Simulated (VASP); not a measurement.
PtW2, 3 atoms in the cell. Symmetry: R-3m, No. 166, trigonal system. The conventional cell has a = 2.946 Å, b = 2.946 Å, c = 19.649 Å, α = 90.00°, β = 90.00°, γ = 120.00°. Pt (site symmetry -3m) has 6 W at 2.85 Å and 6 Pt at 2.95 Å within 3.8 Å. Within 3.4 Å of W (site symmetry 3m) lie 9 W at 2.60 to 2.95 Å and 3 Pt at 2.85 Å. 

- Program: VASP 6.6.1
- Task: single point
- Functional: PBE
- Potentials or basis: VASP PAW PBE potentials, release 64 (Pt, W_sv)
- Cutoff: 520 eV
- k mesh: 6 × 6 × 6
- Occupations: gaussian, width 0.1 eV
- Spin: no spin polarisation
- Dipole correction: no
- Further INCAR settings: ALGO = Normal; EDIFF = 1e-06; NBANDS = 26

Potentials or basis: VASP PAW PBE potentials, release 64 (Pt, W_sv).

Launch:

```sh
$ cat potpaw_PBE.64/Pt/POTCAR potpaw_PBE.64/W_sv/POTCAR > POTCAR
$ mpirun -np 1 vasp_std > vasp.out
```

Hardware: 1 thread of Intel(R) Xeon(R) 6975P-C (Granite Rapids) (shared host).

Problem. Estimate the wall time of this run.

Solution. Run time: 77 s on 1 thread of Intel(R) Xeon(R) 6975P-C (Granite Rapids), on a shared host, peak memory 0.35 GiB. Counts: scf iterations 14, k points 32.
